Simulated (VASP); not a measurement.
# RbBr (Fm-3m) in VASP: notebook, part 2 of 2

VASP 6.6.1. The steps go on from the part before.

### Step 3. Single point, PBEsol (volume scaled by 1.01)

File INCAR:

```
SYSTEM = RbBr
ALGO = Normal ; EDIFF = 1E-7
ENCUT = 520 ; GGA = PS
ISIF = 2 ; ISMEAR = -1
LASPH = .TRUE. ; LCHARG = .FALSE.
LREAL = .FALSE. ; LWAVE = .FALSE.
NBANDS = 15 ; NELM = 60
PREC = Accurate ; SIGMA = 0.03
```

File KPOINTS:

```
k-points
0
G
  7 7 7
  0 0 0
```

File POSCAR:

```
RbBr
1.0
    0.0000000000      3.4388871268      3.4388871268
    3.4388871268      0.0000000000      3.4388871268
    3.4388871268      3.4388871268      0.0000000000
Rb Br
1 1
Direct
    0.0000000000      0.0000000000      0.0000000000
    0.5000000000      0.5000000000      0.5000000000
```

Potentials or basis: VASP PAW PBE potentials, release 64 (Rb_sv, Br).

On the command line:

```sh
$ cat potpaw_PBE.64/Rb_sv/POTCAR potpaw_PBE.64/Br/POTCAR > POTCAR
$ mpirun -np 1 vasp_std > vasp.out
```

OUTCAR:

```text
SYSTEM = RbBr
   EDIFF = 1E-7
   ENCUT = 520
   GGA = PS
   ISIF = 2
   ISMEAR = -1
   LASPH = .TRUE.
   LREAL = .FALSE.
   NELM = 60
   PREC = Accurate

 ion  position               nearest neighbor table
   1  0.000  0.000  0.000-   2 3.44   2 3.44   2 3.44   2 3.44   2 3.44   2 3.44
   2  0.500  0.500  0.500-   1 3.44   1 3.44   1 3.44   1 3.44   1 3.44   1 3.44

  LATTYP: Found a face centered cubic cell.
 ALAT       =     6.8777742536

  Lattice vectors:

 A1 = (   0.0000000000,   3.4388871268,   3.4388871268)
 A2 = (   3.4388871268,   0.0000000000,   3.4388871268)
 A3 = (   3.4388871268,   3.4388871268,   0.0000000000)

Analysis of symmetry for initial positions (statically):
=====================================================================
 Subroutine PRICEL returns:
 Original cell was already a primitive cell.

 Routine SETGRP: Setting up the symmetry group for a
 face centered cubic supercell.

 Subroutine GETGRP returns: Found 48 space group operations
 (whereof 48 operations were pure point group operations)
 out of a pool of 48 trial point group operations.

The static configuration has the point symmetry O_h .

Analysis of symmetry for dynamics (positions and initial velocities):
=====================================================================
 Subroutine PRICEL returns:
 Original cell was already a primitive cell.

 Routine SETGRP: Setting up the symmetry group for a
 face centered cubic supercell.

 Subroutine GETGRP returns: Found 48 space group operations
 (whereof 48 operations were pure point group operations)
 out of a pool of 48 trial point group operations.

The dynamic configuration has the point symmetry O_h .

 Subroutine INISYM returns: Found 48 space group operations
 (whereof 48 operations are pure point group operations),
 and found     1 'primitive' translations

----------------------------------------------------------------------------------------

                                     Primitive cell

  volume of cell :      81.3362

  direct lattice vectors                    reciprocal lattice vectors
     0.000000000  3.438887127  3.438887127    -0.145395874  0.145395874  0.145395874
     3.438887127  0.000000000  3.438887127     0.145395874 -0.145395874  0.145395874
     3.438887127  3.438887127  0.000000000     0.145395874  0.145395874 -0.145395874

  length of vectors
     4.863320814  4.863320814  4.863320814     0.251833041  0.251833041  0.251833041

  position of ions in fractional coordinates (direct lattice)
     0.000000000  0.000000000  0.000000000
     0.500000000  0.500000000  0.500000000

  ion indices of the primitive-cell ions
   primitive index   ion index
                 1           1
                 2           2

----------------------------------------------------------------------------------------

 KPOINTS: k-points

Automatic generation of k-mesh.
 Grid dimensions read from file:
 generate k-points for:    7    7    7

 Generating k-lattice:

  Cartesian coordinates                     Fractional coordinates (reciprocal lattice)
[... 21 lines left out ...]
  0.142857  0.142857  0.000000      6.000000
  0.285714  0.142857  0.000000     24.000000
[... 12 lines left out ...]
 -0.428571  0.428571  0.142857     24.000000
 -0.285714  0.428571  0.142857     24.000000
   k-points           NKPTS =     20   k-points in BZ     NKDIM =     20   number of bands    NBANDS=     15
   number of dos      NEDOS =    301   number of ions     NIONS =      2
   total plane-waves  NPLWV =  46656
   dimension x,y,z NGX =    36 NGY =   36 NGZ =   36
   dimension x,y,z NGXF=    72 NGYF=   72 NGZF=   72
   ions per type =               1   1
   NGX,Y,Z   is equivalent  to a cutoff of  12.31, 12.31, 12.31 a.u.
   NGXF,Y,Z  is equivalent  to a cutoff of  24.61, 24.61, 24.61 a.u.
 SYSTEM =  RbBr
   PREC   = accura    normal or accurate (medium, high low for compatibility)
   ISTART =      0    job   : 0-new  1-cont  2-samecut
   ICHARG =      2    charge: 1-file 2-atom 10-const
   ISPIN  =      1    spin polarized calculation?
   LNONCOLLINEAR =      F non collinear calculations
   LSORBIT =      F    spin-orbit coupling
   LASPH  =      T    aspherical Exc in radial PAW
   ENCUT  =  520.0 eV  38.22 Ry    6.18 a.u.   9.04  9.04  9.04*2*pi/ulx,y,z
   NELM   =     60;   NELMIN=  2; NELMDL= -5     # of ELM steps
   EDIFF  = 0.1E-06   stopping-criterion for ELM
   LREAL  =      F    real-space projection
   EDIFFG = 0.1E-05   stopping-criterion for IOM
   NSW    =      0    number of steps for IOM
   IBRION =     -1    ionic relax: 0-MD 1-quasi-New 2-CG
   NFREE  =      0    steps in history (QN), initial steepest desc. (CG)
   ISIF   =      2    stress and relaxation
   ISYM   =      2    0-nonsym 1-usesym 2-fastsym
   POTIM  = 0.5000    time-step for ionic-motion
   TEBEG  =    0.0;   TEEND  =   0.0 temperature during run
   PSTRESS=    0.0 pullay stress
   NELECT =      16.0000    total number of electrons
   NUPDOWN=      -1.0000    fix difference up-down
   EMIN   =  10.00;   EMAX   =-10.00  energy-range for DOS
   EFERMI =   0.00;   METHOD = LEGACY
   ISMEAR =    -1;   SIGMA  =   0.03  broadening in eV -4-tet -1-fermi 0-gaus
   EFERMI_NEDOS =   21; number of points for ismear=-14 and -15
   IALGO  =     38    algorithm
   IMIX   =      4    mixing-type and parameters
     AMIX     =   0.40;   BMIX     =  1.00
     AMIX_MAG =   1.60;   BMIX_MAG =  1.00
  volume/ion in A,a.u.               =      40.67       274.44
  Fermi-wavevector in a.u.,A,eV,Ry     =   0.952110  1.799226 12.333852  0.906513
  Thomas-Fermi vector in A             =   2.080642
   LORBIT       =      0    0 simple, 1 ext, 2 COOP (PROOUT), +10 PAW based schemes
   GGA     = PS    functional components
   LHFCALC =     F    Hartree Fock is set to
   AEXX    =    0.0000 exact exchange contribution
   IVDW    =     0    specifies the selected vdW correction
   LEPSILON=     F    determine dielectric tensor
   LRPA    =     F    only Hartree local field effects (RPA)
 non-spin polarized calculation
  energy-cutoff  :      520.00
  volume of cell :       81.34
 maximum number of plane-waves:      2213
   NGX = 19   NGY = 19   NGZ = 19

 number of electron      15.9999998 magnetization

 Free energy of the ion-electron system (eV)
  ---------------------------------------------------
  ext. energy  EPLUGINS =         0.00000000
  ---------------------------------------------------
  free energy    TOTEN  =        -6.35493722 eV

  energy without entropy =       -6.35493722  energy(sigma->0) =       -6.35493722

 E-fermi :  -1.1634     XC(G=0):  -7.3619

 val. band max:       -1.8838434066   @ k =   0.0000   0.0000   0.0000
 cond. band min:       2.3049186091   @ k =   0.0000   0.0000   0.0000
 fundamental gap:      4.1887620157
 Fermi energy:        -1.1634259567

 k-point     1 :       0.0000    0.0000    0.0000
  band No.  band energies     occupation
      1     -26.2604      2.00000
      2     -14.0666      2.00000
      3     -10.3469      2.00000
      4     -10.3469      2.00000
      5     -10.3469      2.00000
      6      -1.8838      2.00000
      7      -1.8838      2.00000
      8      -1.8838      2.00000
      9       2.3049      0.00000
     10       5.3158      0.00000
     11       5.3158      0.00000
     12       5.3158      0.00000
     13       6.1986      0.00000
     14       6.1986      0.00000
[... 329 lines left out ...]
      2     -14.0447      2.00000
      3     -10.4806      2.00000
      4     -10.4413      2.00000
      5     -10.3360      2.00000
      6      -2.4266      2.00000
      7      -2.2631      2.00000
      8      -2.2008      2.00000
      9       4.7848      0.00000
     10       5.4684      0.00000
     11       6.3049      0.00000
     12       6.6643      0.00000
     13       8.4362      0.00000
     14       8.5867      0.00000
     15       9.3622      0.00000

------------------------ aborting loop because EDIFF is reached ----------------------------------------

  FORCE on cell =-STRESS in cart. coord.  units (eV):
  Direction    XX          YY          ZZ          XY          YZ          ZX
  --------------------------------------------------------------------------------------
  -------------------------------------------------------------------------------------
  Total       -0.0805649     -0.0805649     -0.0805649      0.0000000     -0.0000000      0.0000000
  in kB       -1.5869837     -1.5869837     -1.5869837      0.0000000     -0.0000000      0.0000000
  external PRESSURE =      -1.5869837 kB  Pullay stress =       0.0000000 kB

 VOLUME and BASIS-vectors are now :
 -----------------------------------------------------------------------------
  energy-cutoff  :      520.00
  volume of cell :       81.34
      direct lattice vectors                 reciprocal lattice vectors
     0.000000000  3.438887127  3.438887127    -0.145395874  0.145395874  0.145395874
     3.438887127  0.000000000  3.438887127     0.145395874 -0.145395874  0.145395874
     3.438887127  3.438887127  0.000000000     0.145395874  0.145395874 -0.145395874

 POSITION                                       TOTAL-FORCE (eV/Angst)
 -----------------------------------------------------------------------------------
      0.00000      0.00000      0.00000        -0.000000     -0.000000     -0.000000
      3.43889      3.43889      3.43889         0.000000      0.000000      0.000000
 -----------------------------------------------------------------------------------
    total drift:                                0.000000      0.000000      0.000000

  FREE ENERGIE OF THE ION-ELECTRON SYSTEM (eV)
  ---------------------------------------------------
  free  energy   TOTEN  =        -6.3549372209 eV

  energy  without entropy=       -6.3549372209  energy(sigma->0) =       -6.35493722
```

stdout:

```text
POSCAR found type information on POSCAR RbBr
 POSCAR found :  2 types and       2 ions
 scaLAPACK will be used
 -----------------------------------------------------------------------------
|                                                                             |
|                                                                             |
|     You enforced a specific xc type in the INCAR file but a different       |
|     I HOPE YOU KNOW WHAT YOU ARE DOING!                                     |
|                                                                             |
 -----------------------------------------------------------------------------

 LDA part: xc-table for (Slater+PW92), standard interpolation
 POSCAR, INCAR and KPOINTS ok, starting setup
 FFT: planning ... GRIDC
 FFT: planning ... GRID_SOFT
 FFT: planning ... GRID
 WAVECAR not read
 entering main loop
```

Run time: 37 s. Hardware: 1 thread of Intel Xeon Platinum 8259CL at 2.50GHz (Skylake/Cascade Lake), shared host; peak memory 0.21 GiB.

Results:

- Free energy: -6.3549 eV
- Pressure: -0.2 GPa
- Band gap on the k mesh: 4.19 eV, direct

Caveat: the PAW data sets were made with another functional, which shifts forces and pressure a little.
